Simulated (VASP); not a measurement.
Wanted: the native input for a VASP 6.6.1 run.

```
Task                   : single point
Functional             : PBE
Potentials or basis    : VASP PAW PBE potentials, release 64 (K_sv)
Cutoff                 : 520 eV
k mesh                 : 10 × 10 × 10
Occupations            : fermi-dirac, width 0.1 eV
Spin                   : no spin polarisation
Dipole correction      : no
Further INCAR settings : ALGO = Normal; EDIFF = 1e-06; NBANDS = 10
```

The structure of K lies in POSCAR:

```
K
1.0
   -2.6417089868      2.6417089868      2.6417089868
    2.6417089868     -2.6417089868      2.6417089868
    2.6417089868      2.6417089868     -2.6417089868
K
1
Direct
    0.0000000000      0.0000000000      0.0000000000
```

These files were run (other wordings do the same):

INCAR

```
SYSTEM = K
PREC     = Accurate       ! precision mode
ENCUT    = 520            ! plane-wave cutoff, eV
EDIFF    = 1E-6           ! SCF threshold, eV
ISMEAR   = -1             ! smearing method
SIGMA    = 0.1            ! smearing width, eV
LREAL    = .FALSE.        ! projectors in reciprocal space
LASPH    = .TRUE.         ! aspherical terms in the spheres
NELM     = 80             ! most SCF steps
ALGO     = Normal         ! electronic algorithm
ISIF     = 2              ! what is computed and relaxed
LWAVE    = .FALSE.        ! write WAVECAR
LCHARG   = .FALSE.        ! write CHGCAR
GGA      = PE             ! functional
NBANDS   = 10             ! bands
```

KPOINTS

```
Automatic mesh
0
G
  10 10 10
  0 0 0
```

Potentials or basis: VASP PAW PBE potentials, release 64 (K_sv).

The run is started by

```bash
$ cat potpaw_PBE.64/K_sv/POTCAR > POTCAR
$ mpirun -np 1 vasp_std > vasp.out
```

It gave:

```json
{
  "Pressure": "0.0 GPa"
}
```

Run time: 20 s on 1 thread of Intel(R) Xeon(R) Platinum 8259CL CPU @ 2.50GHz (Skylake/Cascade Lake), on a shared host, peak memory 0.21 GiB.
